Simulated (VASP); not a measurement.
# BeAs (Pm-3m) in VASP: further runs

The runs below take BeAs through single point, with PBE.

Program: VASP 6.6.1. These are calculated values, not measurements. Logs are shortened: lines on timing, memory, paths and dates and some standing lists are left out, and cuts for length are marked.

### Step 1. The cell of the first run

It takes space group Pm-3m (No. 221, cubic). The conventional cell has a = 3.077 Å, b = 3.077 Å, c = 3.077 Å, α = 90.00°, β = 90.00°, γ = 90.00°. Within 3.5 Å of Be (site symmetry m-3m) lie 8 As at 2.67 Å and 6 Be at 3.08 Å. Within 3.5 Å of As (site symmetry m-3m) lie 8 Be at 2.67 Å and 6 As at 3.08 Å.

### Step 2. Single point, PBE

File INCAR:

```
SYSTEM = BeAs
PREC     = Accurate       ! precision mode
ENCUT    = 520            ! plane-wave cutoff, eV
EDIFF    = 1E-7           ! SCF threshold, eV
ISMEAR   = 0              ! smearing method
SIGMA    = 0.1            ! smearing width, eV
LREAL    = .False.        ! projectors in reciprocal space
LASPH    = .True.         ! aspherical terms in the spheres
NELM     = 80             ! most SCF steps
ALGO     = Normal         ! electronic algorithm
ISIF     = 2              ! what is computed and relaxed
LWAVE    = .False.        ! write WAVECAR
LCHARG   = .True.         ! write CHGCAR
GGA      = PE             ! functional
LELF     = .True.         ! ELF
LVHAR    = .True.       
NBANDS   = 10             ! bands
```

File KPOINTS:

```
Automatic mesh
0
Gamma
  6 6 6
  0 0 0
```

File POSCAR:

```
BeAs
1.0
    3.0774008952      0.0000000000      0.0000000000
    0.0000000000      3.0774008952      0.0000000000
    0.0000000000      0.0000000000      3.0774008952
Be As
1 1
Direct
    0.0000000000      0.0000000000      0.0000000000
    0.5000000000      0.5000000000      0.5000000000
```

Potentials or basis: VASP PAW PBE potentials, release 64 (Be, As).

Started as:

```
cat potpaw_PBE.64/Be/POTCAR potpaw_PBE.64/As/POTCAR > POTCAR
mpirun -np 1 vasp_std > vasp.out
```

OUTCAR:

```text
SYSTEM = BeAs
   PREC = Accurate
   ENCUT = 520
   EDIFF = 1E-7
   ISMEAR = 0
   LREAL = .False.
   LASPH = .True.
   NELM = 80
   ISIF = 2
   GGA = PE

 ion  position               nearest neighbor table
   1  0.000  0.000  0.000-
   2  0.500  0.500  0.500-

  LATTYP: Found a simple cubic cell.
 ALAT       =     3.0774008952

  Lattice vectors:

 A1 = (   3.0774008952,   0.0000000000,   0.0000000000)
 A2 = (   0.0000000000,   3.0774008952,   0.0000000000)
 A3 = (   0.0000000000,   0.0000000000,   3.0774008952)

Analysis of symmetry for initial positions (statically):
=====================================================================
 Subroutine PRICEL returns:
 Original cell was already a primitive cell.

 Routine SETGRP: Setting up the symmetry group for a
 simple cubic supercell.

 Subroutine GETGRP returns: Found 48 space group operations
[... 9 lines left out ...]

 Routine SETGRP: Setting up the symmetry group for a
 simple cubic supercell.

 Subroutine GETGRP returns: Found 48 space group operations
[... 11 lines left out ...]
                                     Primitive cell

  volume of cell :      29.1442

  direct lattice vectors                    reciprocal lattice vectors
     3.077400895  0.000000000  0.000000000     0.324949538  0.000000000  0.000000000
     0.000000000  3.077400895  0.000000000     0.000000000  0.324949538  0.000000000
     0.000000000  0.000000000  3.077400895     0.000000000  0.000000000  0.324949538

  length of vectors
     3.077400895  3.077400895  3.077400895     0.324949538  0.324949538  0.324949538

  position of ions in fractional coordinates (direct lattice)
     0.000000000  0.000000000  0.000000000
     0.500000000  0.500000000  0.500000000

  ion indices of the primitive-cell ions
   primitive index   ion index
                 1           1
                 2           2

----------------------------------------------------------------------------------------

 KPOINTS: Automatic mesh

Automatic generation of k-mesh.
 Grid dimensions read from file:
 generate k-points for:    6    6    6

 Generating k-lattice:

  Cartesian coordinates                     Fractional coordinates (reciprocal lattice)
     0.054158256  0.000000000  0.000000000     0.166666667  0.000000000  0.000000000
     0.000000000  0.054158256  0.000000000     0.000000000  0.166666667  0.000000000
     0.000000000  0.000000000  0.054158256     0.000000000  0.000000000  0.166666667

  Length of vectors
     0.054158256  0.054158256  0.054158256

  Shift w.r.t. Gamma in fractional coordinates (k-lattice)
     0.000000000  0.000000000  0.000000000

 Subroutine IBZKPT returns following result:
 ===========================================

 Found     20 irreducible k-points:

 Following reciprocal coordinates:
            Coordinates               Weight
  0.000000  0.000000  0.000000      1.000000
  0.166667  0.000000  0.000000      6.000000
  0.333333  0.000000  0.000000      6.000000
  0.500000  0.000000  0.000000      3.000000
  0.166667  0.166667  0.000000     12.000000
  0.333333  0.166667  0.000000     24.000000
[... 12 lines left out ...]
  0.500000  0.500000  0.333333      6.000000
  0.500000  0.500000  0.500000      1.000000
   k-points           NKPTS =     20   k-points in BZ     NKDIM =     20   number of bands    NBANDS=     10
   number of dos      NEDOS =    301   number of ions     NIONS =      2
   total plane-waves  NPLWV =  13824
   dimension x,y,z NGX =    24 NGY =   24 NGZ =   24
   dimension x,y,z NGXF=    48 NGYF=   48 NGZF=   48
   ions per type =               1   1
   NGX,Y,Z   is equivalent  to a cutoff of  12.97, 12.97, 12.97 a.u.
   NGXF,Y,Z  is equivalent  to a cutoff of  25.93, 25.93, 25.93 a.u.
 SYSTEM =  BeAs
   PREC   = accura    normal or accurate (medium, high low for compatibility)
   ISTART =      0    job   : 0-new  1-cont  2-samecut
   ICHARG =      2    charge: 1-file 2-atom 10-const
   ISPIN  =      1    spin polarized calculation?
   LNONCOLLINEAR =      F non collinear calculations
   LSORBIT =      F    spin-orbit coupling
   LASPH  =      T    aspherical Exc in radial PAW
   ENCUT  =  520.0 eV  38.22 Ry    6.18 a.u.   5.72  5.72  5.72*2*pi/ulx,y,z
   NELM   =     80;   NELMIN=  2; NELMDL= -5     # of ELM steps
   EDIFF  = 0.1E-06   stopping-criterion for ELM
   LREAL  =      F    real-space projection
   EDIFFG = 0.1E-05   stopping-criterion for IOM
   NSW    =      0    number of steps for IOM
   IBRION =     -1    ionic relax: 0-MD 1-quasi-New 2-CG
   NFREE  =      0    steps in history (QN), initial steepest desc. (CG)
   ISIF   =      2    stress and relaxation
   ISYM   =      2    0-nonsym 1-usesym 2-fastsym
   POTIM  = 0.5000    time-step for ionic-motion
   TEBEG  =    0.0;   TEEND  =   0.0 temperature during run
   PSTRESS=    0.0 pullay stress
   NELECT =       7.0000    total number of electrons
   NUPDOWN=      -1.0000    fix difference up-down
   EMIN   =  10.00;   EMAX   =-10.00  energy-range for DOS
   EFERMI =   0.00;   METHOD = LEGACY
   ISMEAR =     0;   SIGMA  =   0.10  broadening in eV -4-tet -1-fermi 0-gaus
   EFERMI_NEDOS =   21; number of points for ismear=-14 and -15
   IALGO  =     38    algorithm
   IMIX   =      4    mixing-type and parameters
     AMIX     =   0.40;   BMIX     =  1.00
     AMIX_MAG =   1.60;   BMIX_MAG =  1.00
  volume/ion in A,a.u.               =      14.57        98.34
  Fermi-wavevector in a.u.,A,eV,Ry     =   1.017630  1.923043 14.089809  1.035572
  Thomas-Fermi vector in A             =   2.151042
   LORBIT       =      0    0 simple, 1 ext, 2 COOP (PROOUT), +10 PAW based schemes
   GGA     = PE    functional components
   LHFCALC =     F    Hartree Fock is set to
   AEXX    =    0.0000 exact exchange contribution
   IVDW    =     0    specifies the selected vdW correction
   LEPSILON=     F    determine dielectric tensor
   LRPA    =     F    only Hartree local field effects (RPA)
 non-spin polarized calculation
 Gauss-broadening in eV      SIGMA  =   0.10
  energy-cutoff  :      520.00
  volume of cell :       29.14
 maximum number of plane-waves:       804
 NGX is ok and might be reduce to    24
   NGX = 11   NGY = 11   NGZ = 11

 number of electron       7.0000000 magnetization

 Free energy of the ion-electron system (eV)
  ---------------------------------------------------
  ext. energy  EPLUGINS =         0.00000000
  ---------------------------------------------------
  free energy    TOTEN  =        -7.27923288 eV

  energy without entropy =       -7.26911081  energy(sigma->0) =       -7.27417184

 E-fermi :   6.1923     XC(G=0): -10.4497

 val. band max:        6.1864411471   @ k =   0.5000   0.3333   0.1667
 cond. band min:       6.5234036417   @ k =   0.5000   0.1667   0.1667
 fundamental gap:      0.3369624947
 Fermi energy:         6.1922993657

 k-point     1 :       0.0000    0.0000    0.0000
  band No.  band energies     occupation
      1      -7.9417      2.00000
      2       6.1483      1.46603
      3       6.1483      1.46603
      4       6.1483      1.46603
      5       8.7405      0.00000
      6      11.5930      0.00000
      7      11.5930      0.00000
      8      16.8585      0.00000
      9      16.8585      0.00000
     10      16.8585      0.00000

 k-point     2 :       0.1667    0.0000    0.0000
  band No.  band energies     occupation
      1      -7.5849      2.00000
      2       3.3610      2.00000
      3       6.5461      0.00000
      4       6.5461      0.00000
      5       9.4883      0.00000
      6      12.0036      0.00000
      7      14.6317      0.00000
      8      15.5571      0.00000
      9      15.5571      0.00000
     10      16.0060      0.00000

 k-point     3 :       0.3333    0.0000    0.0000
  band No.  band energies     occupation
      1      -6.6259      2.00000
      2       0.0979      2.00000
      3       7.6678      0.00000
      4       7.6678      0.00000
      5      10.1276      0.00000
      6      12.9763      0.00000
      7      12.9763      0.00000
      8      13.2065      0.00000
      9      14.4610      0.00000
     10      18.6347      0.00000

 k-point     4 :       0.5000    0.0000    0.0000
  band No.  band energies     occupation
      1      -5.8599      2.00000
      2      -1.4720      2.00000
      3       8.7512      0.00000
      4       8.7512      0.00000
      5      10.5414      0.00000
      6      11.2909      0.00000
      7      11.2909      0.00000
      8      13.6458      0.00000
      9      14.5780      0.00000
     10      16.4117      0.00000

 k-point     5 :       0.1667    0.1667    0.0000
  band No.  band energies     occupation
      1      -7.2261      2.00000
      2       3.6815      2.00000
      3       3.7741      2.00000
      4       6.9364      0.00000
      5      10.4838      0.00000
      6      13.3464      0.00000
      7      14.2450      0.00000
      8      14.9838      0.00000
      9      15.5764      0.00000
     10      16.2566      0.00000

 k-point     6 :       0.3333    0.1667    0.0000
  band No.  band energies     occupation
      1      -6.2605      2.00000
      2       0.4497      2.00000
      3       4.7302      2.00000
      4       8.0277      0.00000
      5      10.2701      0.00000
      6      11.6273      0.00000
      7      13.1108      0.00000
      8      15.1262      0.00000
      9      15.7664      0.00000
     10      20.0456      0.00000

 k-point     7 :       0.5000    0.1667    0.0000
  band No.  band energies     occupation
      1      -5.4859      2.00000
      2      -1.1305      2.00000
      3       5.5985      2.00000
      4       8.8478      0.00000
      5       9.0522      0.00000
      6      11.6272      0.00000
      7      12.1923      0.00000
      8      14.2311      0.00000
      9      16.8543      0.00000
     10      18.6886      0.00000

 k-point     8 :       0.3333    0.3333    0.0000
  band No.  band energies     occupation
      1      -5.2720      2.00000
      2       1.3703      2.00000
      3       1.4379      2.00000
      4       7.3965      0.00000
      5       8.9928      0.00000
      6      12.5987      0.00000
      7      13.0469      0.00000
      8      15.0302      0.00000
      9      18.5095      0.00000
     10      18.7032      0.00000

 k-point     9 :       0.5000    0.3333    0.0000
  band No.  band energies     occupation
      1      -4.4679      2.00000
      2      -0.2132      2.00000
      3       2.1947      2.00000
      4       5.9037      1.99996
      5       9.7818      0.00000
      6      12.5147      0.00000
      7      13.5011      0.00000
      8      14.4307      0.00000
      9      18.2558      0.00000
     10      19.1806      0.00000
[... 66 lines left out ...]
 k-point    15 :       0.5000    0.3333    0.1667
  band No.  band energies     occupation
      1      -4.1059      2.00000
      2       0.1649      2.00000
      3       2.5807      2.00000
      4       6.1864      1.06603
      5       7.1194      0.00000
      6      10.1565      0.00000
      7      12.7357      0.00000
      8      13.6045      0.00000
      9      19.1775      0.00000
     10      21.0974      0.00000

 k-point    16 :       0.5000    0.5000    0.1667
  band No.  band energies     occupation
      1      -3.2782      2.00000
      2       0.9415      2.00000
      3       0.9415      2.00000
      4       4.7052      2.00000
      5       7.9475      0.00000
      6      11.4468      0.00000
      7      11.4468      0.00000
      8      11.9770      0.00000
      9      20.1798      0.00000
     10      21.3473      0.00000

 k-point    17 :       0.3333    0.3333    0.3333
  band No.  band energies     occupation
      1      -3.9259      2.00000
      2       2.5098      2.00000
      3       2.9727      2.00000
      4       2.9727      2.00000
      5       8.6968      0.00000
      6       8.6968      0.00000
      7       8.7407      0.00000
      8      12.8026      0.00000
      9      22.3237      0.00000
     10      24.0492      0.00000

 k-point    18 :       0.5000    0.3333    0.3333
  band No.  band energies     occupation
      1      -3.1351      2.00000
      2       1.2100      2.00000
      3       3.3528      2.00000
      4       4.1705      2.00000
      5       6.7061      0.00000
      6       7.4124      0.00000
      7       9.6824      0.00000
      8      11.3517      0.00000
      9      23.5293      0.00000
     10      24.1119      0.00000

 k-point    19 :       0.5000    0.5000    0.3333
  band No.  band energies     occupation
      1      -2.3644      2.00000
      2       2.1329      2.00000
      3       2.1329      2.00000
      4       4.8248      2.00000
      5       5.3730      2.00000
      6       7.9127      0.00000
      7       7.9127      0.00000
      8       9.9782      0.00000
      9      25.4702      0.00000
     10      25.6159      0.00000

 k-point    20 :       0.5000    0.5000    0.5000
  band No.  band energies     occupation
      1      -1.6708      2.00000
      2       3.3324      2.00000
      3       3.3324      2.00000
      4       3.3324      2.00000
      5       5.9067      1.99995
      6       5.9067      1.99995
      7       5.9067      1.99995
      8       8.9296      0.00000
      9      27.3649      0.00000
     10      27.3649      0.00000

------------------------ aborting loop because EDIFF is reached ----------------------------------------

  FORCE on cell =-STRESS in cart. coord.  units (eV):
  Direction    XX          YY          ZZ          XY          YZ          ZX
  --------------------------------------------------------------------------------------
  -------------------------------------------------------------------------------------
  Total       -0.4029288     -0.4029288     -0.4029288     -0.0000000      0.0000000     -0.0000000
  in kB      -22.1506624    -22.1506624    -22.1506624     -0.0000000      0.0000000     -0.0000000
  external PRESSURE =     -22.1506624 kB  Pullay stress =       0.0000000 kB

 VOLUME and BASIS-vectors are now :
 -----------------------------------------------------------------------------
  energy-cutoff  :      520.00
  volume of cell :       29.14
      direct lattice vectors                 reciprocal lattice vectors
     3.077400895  0.000000000  0.000000000     0.324949538  0.000000000  0.000000000
     0.000000000  3.077400895  0.000000000     0.000000000  0.324949538  0.000000000
     0.000000000  0.000000000  3.077400895     0.000000000  0.000000000  0.324949538

 POSITION                                       TOTAL-FORCE (eV/Angst)
 -----------------------------------------------------------------------------------
      0.00000      0.00000      0.00000         0.000000      0.000000      0.000000
      1.53870      1.53870      1.53870         0.000000      0.000000      0.000000
 -----------------------------------------------------------------------------------
    total drift:                                0.000000     -0.000000     -0.000000

  FREE ENERGIE OF THE ION-ELECTRON SYSTEM (eV)
  ---------------------------------------------------
  free  energy   TOTEN  =        -7.2792328773 eV

  energy  without entropy=       -7.2691108120  energy(sigma->0) =       -7.27417184
```

Run time: 3.2 s. Hardware: 1 thread of Intel Xeon Platinum 8375C at 2.90GHz (Ice Lake), shared host; peak memory 0.13 GiB.

What came out:

* Free energy: -7.2792 eV
* Pressure: -2.2 GPa

(Continued in part 2 of 2.)
